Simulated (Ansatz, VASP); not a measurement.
One calculation of MnSb, two programs

```
CELL_PARAMETERS angstrom
4.15000 0.00000 0.00000
-2.07500 3.59401 0.00000
0.00000 0.00000 5.78000
ATOMIC_POSITIONS crystal
Sb 0.66667 0.33333 0.75000
Sb 0.33333 0.66667 0.25000
Mn 0.00000 0.00000 0.50000
Mn 0.00000 0.00000 0.00000
```

Alike in both runs: task single point; functional PBEsol; k mesh 6 × 6 × 4; occupations fermi-dirac, width 0.05 eV; collinear spin; fixed moment 6 μB.

```csv
,VASP,Ansatz
version,VASP 6.6.1,Ansatz 0.2.0
potentials or method,"VASP PAW PBE potentials, release 64 (Sb, Mn_pv)",Ansatz PAW
plane-wave cutoff (eV),520,420
valence electrons in the cell,36,60
```

Ansatz gave:

| Item | Value |
| --- | --- |
| pressure (GPa) | -9.7 |
| traceless stress, the component that is largest in VASP (GPa) | -0.44 |
| net moment per atom (μB) | 1.50 |
| size of the moment on the site where the two differ most (μB) | 3.16 |

Which values does VASP return?

Pressure (GPa): -9.6; traceless stress, the component that is largest in VASP (GPa): -0.43; net moment per atom (μB): 1.50; size of the moment on the site where the two differ most (μB): 3.13.

VASP's potentials were made for PBE, not for PBEsol. Site moments also hang on the region over which each program counts them. With one functional, cell and mesh, what is left measures potentials, basis and numerics. VASP's potentials hold 36 valence electrons a cell and Ansatz's 60, so a difference there can come from the potentials and not from the codes.

Spin-orbit coupling is off throughout.
